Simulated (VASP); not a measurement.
Crystal: SnTe.

```xyz
4
Lattice="5.3968 0.0000 0.0000 -2.6984 4.6737 0.0000 0.0000 0.0000 6.4878" Properties=species:S:1:pos:R:3 pbc="T T T"
Sn    0.0000    3.1158   -0.2983
Sn    2.6984    1.5579    2.9456
Te    0.0000    3.1158    2.7312
Te    2.6984    1.5579    5.9751
```

Base run:

| Quantity | Value |
| --- | --- |
| Program | VASP 6.6.1 |
| Functional | r2SCAN |
| Potentials or basis | VASP PAW PBE potentials, release 64 (Sn_d, Te) |
| Cutoff | 520 eV |
| k mesh | 6 × 6 × 4 |
| Occupations | gaussian, width 0.01 eV |
| Spin | no spin polarisation |

Its results: band gap on the k mesh 0.65 eV (least direct gap 0.85 eV); pressure 0.0 GPa; largest force 0.007 eV/Å.

The run is repeated on the same cell with these changes: k mesh from 6 × 6 × 4 to 2 × 2 × 2. What comes out?

Band gap on the k mesh 1.33 eV (least direct gap 1.87 eV); pressure -1.2 GPa; largest force 0.091 eV/Å.

Caveats: some runs use coarse meshes; the PAW data sets were made with another functional, which shifts forces and pressure a little; spin-orbit coupling is left out, which moves the levels of the heavy elements.

A k mesh can miss the band edges.
